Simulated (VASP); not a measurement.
# GeSb4Te7 (P-3m1) in VASP: notebook

Runs on GeSb4Te7. Level: PBE. Tasks: single point.

All numbers are computed with VASP 6.6.1; they aren't measurements. Logs are shortened: lines on timing, memory, paths and dates and some standing lists are left out, and cuts for length are marked.

## Step 1: The cell of the first run

Symmetry: P-3m1, No. 164, trigonal system. Conventional cell: a = 4.148 Å, b = 4.148 Å, c = 25.159 Å, α = 90.00°, β = 90.00°, γ = 120.00°. Within 3.9 Å of Ge (site symmetry -3m) lie 6 Te at 2.95 Å. Within 3.9 Å of Sb (site symmetry 3m) lie 6 Te at 2.96 to 3.14 Å. Sb (site symmetry 3m) has 6 Te at 2.95 to 3.15 Å within 3.9 Å. Within 3.9 Å of Te (site symmetry 3m) lie 3 Sb at 2.96 Å. Within 3.9 Å of Te (site symmetry 3m) lie 3 Sb at 2.95 Å. Te (site symmetry 3m) has 3 Ge at 2.95 Å and 3 Sb at 3.15 Å within 3.9 Å. Te (site symmetry -3m) has 6 Sb at 3.14 Å and 6 Te at 4.15 Å within 4.2 Å.

## Step 2: Single point, PBE (biaxial strain in the a-b plane: -4.0 %)

INCAR reads:

```
  ALGO = Normal
  EDIFF = 1E-7
  ENCUT = 520
  GGA = PE
  ISIF = 2
  ISMEAR = 0
  LASPH = T
  LCHARG = F
  LREAL = F
  LWAVE = F
  NBANDS = 50
  NELM = 60
  PREC = Accurate
  SIGMA = 0.02
```

KPOINTS reads:

```
k-points
0
Gamma
  12 12 2
```

POSCAR reads:

```
GeSb4Te7
1.0
    4.1475847112      0.0000000000      0.0000000000
   -2.0737923556      3.5919137242      0.0000000000
    0.0000000000      0.0000000000     25.1594285426
Ge Sb Te
1 4 7
Direct
    0.0000000000      0.0000000000      0.5000000000
    0.6666666667      0.3333333333      0.9194909064
    0.3333333333      0.6666666667      0.3504651712
    0.3333333333      0.6666666667      0.0805090936
    0.6666666667      0.3333333333      0.6495348288
    0.3333333333      0.6666666667      0.8505098002
    0.6666666667      0.3333333333      0.1494901998
    0.0000000000      0.0000000000      0.7182597554
    0.6666666667      0.3333333333      0.4318353765
    0.3333333333      0.6666666667      0.5681646235
    0.0000000000      0.0000000000      0.0000000000
    0.0000000000      0.0000000000      0.2817402446
```

Potentials or basis: VASP PAW PBE potentials, release 64 (Ge_d, Sb, Te).

Launch:

```console
$ cat potpaw_PBE.64/Ge_d/POTCAR potpaw_PBE.64/Sb/POTCAR potpaw_PBE.64/Te/POTCAR > POTCAR
$ mpirun -np 1 vasp_std > vasp.out
```

OUTCAR:

```text
EDIFF = 1E-7
   ENCUT = 520
   GGA = PE
   ISIF = 2
   ISMEAR = 0
   LASPH = T
   LREAL = F
   NELM = 60
   PREC = Accurate

 ion  position               nearest neighbor table
   1  0.000  0.000  0.500-   9 2.95  10 2.95  10 2.95   9 2.95   9 2.95  10 2.95
   2  0.667  0.333  0.919-   6 2.96   6 2.96   6 2.96  11 3.14  11 3.14  11 3.14
   3  0.333  0.667  0.350-  12 2.95  12 2.95  12 2.95   9 3.15   9 3.15   9 3.15
   4  0.333  0.667  0.081-   7 2.96   7 2.96   7 2.96  11 3.14  11 3.14  11 3.14
   5  0.667  0.333  0.650-   8 2.95   8 2.95   8 2.95  10 3.15  10 3.15  10 3.15
   6  0.333  0.667  0.851-   2 2.96   2 2.96   2 2.96
   7  0.667  0.333  0.149-   4 2.96   4 2.96   4 2.96
   8  0.000  0.000  0.718-   5 2.95   5 2.95   5 2.95
   9  0.667  0.333  0.432-   1 2.95   1 2.95   1 2.95   3 3.15   3 3.15   3 3.15
  10  0.333  0.667  0.568-   1 2.95   1 2.95   1 2.95   5 3.15   5 3.15   5 3.15
  11  0.000  0.000  0.000-   2 3.14   4 3.14   4 3.14   2 3.14   2 3.14   4 3.14
  12  0.000  0.000  0.282-   3 2.95   3 2.95   3 2.95

  LATTYP: Found a hexagonal cell.
 ALAT       =     4.1475847112
 C/A-ratio  =     6.0660433227

  Lattice vectors:

 A1 = (   4.1475847112,   0.0000000000,   0.0000000000)
 A2 = (  -2.0737923556,   3.5919137242,   0.0000000000)
 A3 = (   0.0000000000,   0.0000000000,  25.1594285426)

Analysis of symmetry for initial positions (statically):
=====================================================================
 Subroutine PRICEL returns:
 Original cell was already a primitive cell.

 Routine SETGRP: Setting up the symmetry group for a
 hexagonal supercell.

 Subroutine GETGRP returns: Found 12 space group operations
 (whereof 12 operations were pure point group operations)
 out of a pool of 24 trial point group operations.

The static configuration has the point symmetry D_3d.

Analysis of symmetry for dynamics (positions and initial velocities):
=====================================================================
 Subroutine PRICEL returns:
 Original cell was already a primitive cell.

 Routine SETGRP: Setting up the symmetry group for a
 hexagonal supercell.

 Subroutine GETGRP returns: Found 12 space group operations
 (whereof 12 operations were pure point group operations)
 out of a pool of 24 trial point group operations.

The dynamic configuration has the point symmetry D_3d.

 Subroutine INISYM returns: Found 12 space group operations
 (whereof 12 operations are pure point group operations),
 and found     1 'primitive' translations

[... 122 lines left out ...]
   POTIM  = 0.5000    time-step for ionic-motion
   TEBEG  =    0.0;   TEEND  =   0.0 temperature during run
   PSTRESS=    0.0 pullay stress
   NELECT =      76.0000    total number of electrons
   NUPDOWN=      -1.0000    fix difference up-down
   EMIN   =  10.00;   EMAX   =-10.00  energy-range for DOS
   EFERMI =   0.00;   METHOD = LEGACY
   ISMEAR =     0;   SIGMA  =   0.02  broadening in eV -4-tet -1-fermi 0-gaus
   EFERMI_NEDOS =   21; number of points for ismear=-14 and -15
   IALGO  =     38    algorithm
   IMIX   =      4    mixing-type and parameters
     AMIX     =   0.40;   BMIX     =  1.00
     AMIX_MAG =   1.60;   BMIX_MAG =  1.00
  volume/ion in A,a.u.               =      31.23       210.78
  Fermi-wavevector in a.u.,A,eV,Ry     =   0.961772  1.817485 12.585458  0.925005
  Thomas-Fermi vector in A             =   2.091173
   LORBIT       =      0    0 simple, 1 ext, 2 COOP (PROOUT), +10 PAW based schemes
   GGA     = PE    functional components
   LHFCALC =     F    Hartree Fock is set to
   AEXX    =    0.0000 exact exchange contribution
   IVDW    =     0    specifies the selected vdW correction
   LEPSILON=     F    determine dielectric tensor
   LRPA    =     F    only Hartree local field effects (RPA)
 non-spin polarized calculation
 Gauss-broadening in eV      SIGMA  =   0.02
  energy-cutoff  :      520.00
  volume of cell :      374.82
 maximum number of plane-waves:     10150
 NGX is ok and might be reduce to    32
   NGX = 15   NGY = 15   NGZ = 93

 number of electron      76.0000002 magnetization

 Free energy of the ion-electron system (eV)
  ---------------------------------------------------
  ext. energy  EPLUGINS =         0.00000000
  ---------------------------------------------------
  free energy    TOTEN  =       -44.19068649 eV

  energy without entropy =      -44.19068649  energy(sigma->0) =      -44.19068649

 E-fermi :   6.7359     XC(G=0):  -9.3188

 val. band max:        6.6001430708   @ k =   0.0000   0.0000   0.5000
 cond. band min:       6.9774271679   @ k =   0.5000   0.0000   0.5000
 fundamental gap:      0.3772840971
 Fermi energy:         6.7358917871

 k-point     1 :       0.0000    0.0000    0.0000
  band No.  band energies     occupation
      1     -18.3109      2.00000
      2     -18.3109      2.00000
      3     -18.3061      2.00000
      4     -18.3021      2.00000
      5     -18.3021      2.00000
      6      -6.9164      2.00000
[... 1261 lines left out ...]
     49       9.4141      0.00000
     50       9.5631      0.00000

 [... further k-points ...]
[... 5 lines left out ...]
  --------------------------------------------------------------------------------------
  -------------------------------------------------------------------------------------
  Total        9.7169149      9.7169149      4.7918086     -0.0000000     -0.0000000      0.0000000
  in kB       41.5352708     41.5352708     20.4827427     -0.0000000     -0.0000000      0.0000000
  external PRESSURE =      34.5177615 kB  Pullay stress =       0.0000000 kB

 VOLUME and BASIS-vectors are now :
 -----------------------------------------------------------------------------
  energy-cutoff  :      520.00
  volume of cell :      374.82
      direct lattice vectors                 reciprocal lattice vectors
     4.147584711  0.000000000  0.000000000     0.241104177  0.139201562  0.000000000
    -2.073792356  3.591913724  0.000000000     0.000000000  0.278403123  0.000000000
     0.000000000  0.000000000 25.159428543     0.000000000  0.000000000  0.039746531

 POSITION                                       TOTAL-FORCE (eV/Angst)
 -----------------------------------------------------------------------------------
      0.00000      0.00000     12.57971         0.000000     -0.000000      0.000000
      2.07379      1.19730     23.13387        -0.000000     -0.000000      0.148578
     -0.00000      2.39461      8.81750         0.000000     -0.000000      0.162147
     -0.00000      2.39461      2.02556         0.000000      0.000000     -0.148578
      2.07379      1.19730     16.34193        -0.000000      0.000000     -0.162147
     -0.00000      2.39461     21.39834         0.000000      0.000000     -0.324553
      2.07379      1.19730      3.76109         0.000000     -0.000000      0.324553
      0.00000      0.00000     18.07100         0.000000     -0.000000      0.326160
      2.07379      1.19730     10.86473         0.000000     -0.000000      0.003064
     -0.00000      2.39461     14.29470        -0.000000      0.000000     -0.003064
      0.00000      0.00000      0.00000         0.000000     -0.000000      0.000000
      0.00000      0.00000      7.08842        -0.000000      0.000000     -0.326160
 -----------------------------------------------------------------------------------
    total drift:                                0.000000      0.000000      0.000000

  FREE ENERGIE OF THE ION-ELECTRON SYSTEM (eV)
  ---------------------------------------------------
  free  energy   TOTEN  =       -44.1906864850 eV

  energy  without entropy=      -44.1906864850  energy(sigma->0) =      -44.19068649
```

OSZICAR:

```text
N       E                     dE             d eps       ncg     rms          rms(c)
DAV:   1     0.567148134252E+03    0.56715E+03   -0.27393E+04  4206   0.153E+03
DAV:   2     0.419744751672E+02   -0.52517E+03   -0.50224E+03  4314   0.333E+02
DAV:   3    -0.391033055054E+02   -0.81078E+02   -0.77209E+02  4586   0.120E+02
DAV:   4    -0.442840060934E+02   -0.51807E+01   -0.50722E+01  4618   0.341E+01
DAV:   5    -0.444903286688E+02   -0.20632E+00   -0.20539E+00  5404   0.672E+00    0.138E+01
DAV:   6    -0.441808083351E+02    0.30952E+00   -0.54405E-01  5272   0.353E+00    0.902E+00
DAV:   7    -0.443421971488E+02   -0.16139E+00   -0.92791E-01  4986   0.503E+00    0.217E+00
DAV:   8    -0.442008107281E+02    0.14139E+00   -0.54997E-01  5080   0.427E+00    0.110E+00
DAV:   9    -0.441899454224E+02    0.10865E-01   -0.79770E-02  4520   0.127E+00    0.795E-01
DAV:  10    -0.441908704533E+02   -0.92503E-03   -0.22671E-02  4888   0.459E-01    0.526E-01
DAV:  11    -0.441904750285E+02    0.39542E-03   -0.21001E-03  4788   0.235E-01    0.197E-01
DAV:  12    -0.441906943622E+02   -0.21933E-03   -0.16981E-03  4432   0.126E-01    0.797E-02
DAV:  13    -0.441906823645E+02    0.11998E-04   -0.24252E-04  4428   0.629E-02    0.450E-02
DAV:  14    -0.441906856039E+02   -0.32395E-05   -0.27593E-05  4688   0.197E-02    0.303E-02
DAV:  15    -0.441906856711E+02   -0.67210E-07   -0.15657E-05  4790   0.202E-02    0.484E-03
DAV:  16    -0.441906866399E+02   -0.96882E-06   -0.60897E-06  4296   0.812E-03    0.754E-03
DAV:  17    -0.441906864897E+02    0.15029E-06   -0.46812E-07  4510   0.309E-03    0.364E-03
DAV:  18    -0.441906864850E+02    0.46484E-08   -0.12471E-07  2584   0.133E-03
   1 F= -.44190686E+02 E0= -.44190686E+02  d E =-.384970E-24
```

It took 33 min on 1 thread of Intel Xeon 8259CL, shared host; peak memory 0.88 GiB.

What came out:

| Property | Result |
| --- | --- |
| Free energy | -44.1907 eV |
| Pressure | 3.5 GPa |
| Largest force | 0.326 eV/Å |
| Band gap on the k mesh | 0.38 eV (least direct gap 0.52 eV) |

Forces on the atoms (eV/Å):
```
Ge   0.000  0.000  0.000
Sb   0.000  0.000  0.149
Sb   0.000  0.000  0.162
Sb   0.000  0.000 -0.149
Sb   0.000  0.000 -0.162
Te   0.000  0.000 -0.325
Te   0.000  0.000  0.325
Te   0.000  0.000  0.326
Te   0.000  0.000  0.003
Te   0.000  0.000 -0.003
Te   0.000  0.000  0.000
Te   0.000  0.000 -0.326
```

Caveat: the cell differs from its parent crystal (biaxial strain in the a-b plane: -4.0 %); the cell stands under pressure; spin-orbit coupling is left out, which moves the levels of the heavy elements; this functional lacks dispersion, which binds the layers, so the pressure and a relaxed spacing across them are unreliable.

## Step 3: Single point, PBE

This run uses another cell than the first one, of 33.10 Å³/atom.

INCAR reads:

```
PREC = Accurate
ENCUT = 520
EDIFF = 1E-7
ISMEAR = 0
SIGMA = 0.02
LREAL = F
LASPH = T
NELM = 100
ALGO = Normal
ISIF = 2
LWAVE = F
LCHARG = F
GGA = PE
NBANDS = 50
```

KPOINTS reads:

```
regular mesh
0
Gamma
  12 12 2
```

POSCAR reads:

```
GeSb4Te7
1.0
    4.3204007251      0.0000000000      0.0000000000
   -2.1602003625      3.7415767824      0.0000000000
    0.0000000000      0.0000000000     24.5697558243
Ge Sb Te
1 4 7
Direct
    0.0000000000      0.0000000000      0.5000000000
    0.6666666667      0.3333333333      0.9187155996
    0.3333333333      0.6666666667      0.3488175073
    0.3333333333      0.6666666667      0.0812844004
    0.6666666667      0.3333333333      0.6511824927
    0.3333333333      0.6666666667      0.8491992826
    0.6666666667      0.3333333333      0.1508007174
    0.0000000000      0.0000000000      0.7204257148
    0.6666666667      0.3333333333      0.4310324034
    0.3333333333      0.6666666667      0.5689675966
    0.0000000000      0.0000000000      0.0000000000
    0.0000000000      0.0000000000      0.2795742852
```

Potentials or basis: VASP PAW PBE potentials, release 64 (Ge_d, Sb, Te).

Launch:

```console
$ cat potpaw_PBE.64/Ge_d/POTCAR potpaw_PBE.64/Sb/POTCAR potpaw_PBE.64/Te/POTCAR > POTCAR
$ mpirun -np 1 vasp_std > vasp.out
```

It took 13 min on 1 thread of Intel Xeon Platinum 8488C (Sapphire Rapids), shared host; peak memory 0.89 GiB.

The run converged. Its results:

```
Free energy            : -44.5400 eV
Pressure               : 0.0 GPa
Largest force          : 0.023 eV/Å
Band gap on the k mesh : 0.36 eV
```

Forces in eV/Å, atoms in the order of the input:
```
Ge   0.000  0.000  0.000
Sb   0.000  0.000  0.023
Sb   0.000  0.000  0.023
Sb   0.000  0.000 -0.023
Sb   0.000  0.000 -0.023
Te   0.000  0.000 -0.015
Te   0.000  0.000  0.015
Te   0.000  0.000  0.016
Te   0.000  0.000 -0.009
Te   0.000  0.000  0.009
Te   0.000  0.000  0.000
Te   0.000  0.000 -0.016
```

Levels at points of the mesh, in eV from the valence-band top:
| k point | band 35 | band 36 | band 37 | band 38 | band 39 | band 40 | band 41 | band 42 |
| --- | --- | --- | --- | --- | --- | --- | --- | --- |
| (0.00, 0.00, 0.00) | -1.04 | -1.04 | -0.26 | -0.09 | 0.47 | 0.54 | 0.65 | 0.65 |
| (0.50, 0.00, 0.00) | -1.26 | -1.20 | -0.96 | -0.82 | 0.86 | 0.87 | 1.20 | 1.37 |
| (0.00, 0.00, 0.50) | -1.02 | -0.89 | -0.34 | 0.00 | 0.36 | 0.60 | 0.60 | 0.62 |
| (0.50, 0.00, 0.50) | -1.35 | -1.12 | -0.98 | -0.57 | 0.57 | 0.88 | 1.08 | 1.17 |

Caveat: spin-orbit coupling is left out, which moves the levels of the heavy elements; this functional lacks dispersion, which binds the layers, so the pressure and a relaxed spacing across them are unreliable. A k mesh can miss the band edges.

## Step 4: Single point, PBE (31.11 Å³/atom)

This run uses another cell than the first one, of 31.11 Å³/atom.

INCAR reads:

```
PREC = Accurate ; ENCUT = 500
EDIFF = 1E-6 ; ISMEAR = 0
SIGMA = 0.02 ; LREAL = F
LASPH = T ; NELM = 120
ALGO = Normal ; ISIF = 2
LWAVE = F ; LCHARG = T
GGA = PE ; LELF = T
LVHAR = T ; NBANDS = 50
GGA_COMPAT = F
```

KPOINTS reads:

```
Automatic mesh
0
Gamma
  12 12 2
```

POSCAR reads:

```
GeSb4Te7
1.0
    4.2782213989      0.0000000000      0.0000000000
   -2.1391106995      3.7050484145      0.0000000000
    0.0000000000      0.0000000000     23.5532176198
Ge Sb Te
1 4 7
Direct
    0.0000000000      0.0000000000      0.5000000000
    0.6666666667      0.3333333333      0.9160194832
    0.3333333333      0.6666666667      0.3441467661
    0.3333333333      0.6666666667      0.0839805168
    0.6666666667      0.3333333333      0.6558532339
    0.3333333333      0.6666666667      0.8430961359
    0.6666666667      0.3333333333      0.1569038641
    0.0000000000      0.0000000000      0.7285491813
    0.6666666667      0.3333333333      0.4290002074
    0.3333333333      0.6666666667      0.5709997926
    0.0000000000      0.0000000000      0.0000000000
    0.0000000000      0.0000000000      0.2714508187
```

Launch:

```console
$ cat potpaw_PBE.64/Ge_d/POTCAR potpaw_PBE.64/Sb/POTCAR potpaw_PBE.64/Te/POTCAR > POTCAR
$ mpirun -np 1 vasp_std > vasp.out
```

It took 9.9 min on 1 thread of Intel Xeon Platinum 8488C (Sapphire Rapids), shared host; peak memory 0.81 GiB.

Results (log left out):

| Item | Value |
| --- | --- |
| Free energy | -44.4431 eV |
| Pressure | 1.6 GPa |
| Largest force | 0.027 eV/Å |
| Band gap on the k mesh | 0.10 eV |

Forces in eV/Å, atoms in the order of the input:
```
Ge   0.000  0.000  0.000
Sb   0.000  0.000  0.027
Sb   0.000  0.000  0.023
Sb   0.000  0.000 -0.027
Sb   0.000  0.000 -0.023
Te   0.000  0.000 -0.023
Te   0.000  0.000  0.023
Te   0.000  0.000  0.022
Te   0.000  0.000 -0.006
Te   0.000  0.000  0.006
Te   0.000  0.000  0.000
Te   0.000  0.000 -0.022
```

Levels at points of the mesh, in eV from the valence-band top:
```csv
k point,band 34,band 35,band 36,band 37,band 38,band 39,band 40,band 41,band 42,band 43
"(0.00, 0.00, 0.00)",-1.39,-1.38,-1.31,-0.42,-0.18,0.29,0.29,0.33,0.33,0.38
"(0.50, 0.00, 0.00)",-1.82,-1.64,-1.59,-1.13,-1.08,0.67,0.69,0.83,0.93,1.11
"(0.00, 0.00, 0.50)",-1.34,-1.34,-1.15,-0.50,0.00,0.10,0.17,0.17,0.55,0.55
"(0.50, 0.00, 0.50)",-1.89,-1.86,-1.40,-1.13,-0.64,0.22,0.40,0.56,1.07,1.38
```

Caveat: spin-orbit coupling is left out, which moves the levels of the heavy elements.

## Step 5: Single point, PBE (biaxial strain in the a-b plane: -4.0 %, then relaxed in part)

INCAR reads:

```
ALGO = Normal
EDIFF = 1E-6
ENCUT = 520
GGA = PE
ISIF = 2
ISMEAR = 0
LASPH = T
LCHARG = T
LELF = T
LREAL = F
LVHAR = T
LWAVE = F
NBANDS = 50
NELM = 100
PREC = Accurate
SIGMA = 0.02
```

KPOINTS reads:

```
k-points
0
Gamma
  12 12 2
```

POSCAR reads:

```
GeSb4Te7
1.0
    4.1475847112      0.0000000000      0.0000000000
   -2.0737923556      3.5919137242      0.0000000000
    0.0000000000      0.0000000000     25.9630376654
Ge Sb Te
1 4 7
Direct
    0.0000000000      0.0000000000      0.5000000000
    0.6666666667      0.3333333333      0.9202430301
    0.3333333333      0.6666666667      0.3520355140
    0.3333333333      0.6666666667      0.0797569699
    0.6666666667      0.3333333333      0.6479644860
    0.3333333333      0.6666666667      0.8517966756
    0.6666666667      0.3333333333      0.1482033244
    0.0000000000      0.0000000000      0.7161668580
    0.6666666667      0.3333333333      0.4326208770
    0.3333333333      0.6666666667      0.5673791230
    0.0000000000      0.0000000000      0.0000000000
    0.0000000000      0.0000000000      0.2838331420
```

Launch:

```console
$ cat potpaw_PBE.64/Ge_d/POTCAR potpaw_PBE.64/Sb/POTCAR potpaw_PBE.64/Te/POTCAR > POTCAR
$ mpirun -np 1 vasp_std > vasp.out
```

Run time: 25 min. Hardware: 1 thread of Oxide Virtual Turin-like, shared host; peak memory 0.85 GiB.

It converged, with:

* Free energy: -44.2479 eV
* Pressure: 2.0 GPa
* Largest force: 0.030 eV/Å
* Band gap on the k mesh: 0.36 eV (least direct gap 0.62 eV)

Forces in eV/Å, atoms in the order of the input:
```
Ge   0.000  0.000  0.000
Sb   0.000  0.000  0.030
Sb   0.000  0.000  0.029
Sb   0.000  0.000 -0.030
Sb   0.000  0.000 -0.029
Te   0.000  0.000 -0.020
Te   0.000  0.000  0.020
Te   0.000  0.000  0.019
Te   0.000  0.000 -0.011
Te   0.000  0.000  0.011
Te   0.000  0.000  0.000
Te   0.000  0.000 -0.019
```

Stress tensor (GPa, compression positive):
```
3.05 0.00 0.00
0.00 3.05 0.00
0.00 0.00 0.02
```

Levels at points of the mesh, in eV from the valence-band top:
```
           k point  band 34  band 35  band 36  band 37  band 38  band 39  band 40  band 41  band 42  band 43
(0.00, 0.00, 0.00)    -1.02    -0.95    -0.95    -0.22    -0.16     0.69     0.72     0.72     0.77     0.79
(0.50, 0.00, 0.00)    -1.96    -1.40    -1.36    -1.27    -1.07     0.62     0.65     0.79     0.85     1.04
(0.00, 0.00, 0.50)    -0.94    -0.94    -0.67    -0.51     0.00     0.62     0.70     0.70     0.82     0.82
(0.50, 0.00, 0.50)    -1.92    -1.45    -1.44    -1.32    -0.89     0.36     0.47     0.94     0.98     1.27
```

Caveat: the cell differs from its parent crystal (biaxial strain in the a-b plane: -4.0 %, then relaxed in part); spin-orbit coupling is left out, which moves the levels of the heavy elements; this functional lacks dispersion, which binds the layers, so the pressure and a relaxed spacing across them are unreliable. A k mesh can miss the band edges.

(Continued in part 2 of 2.)
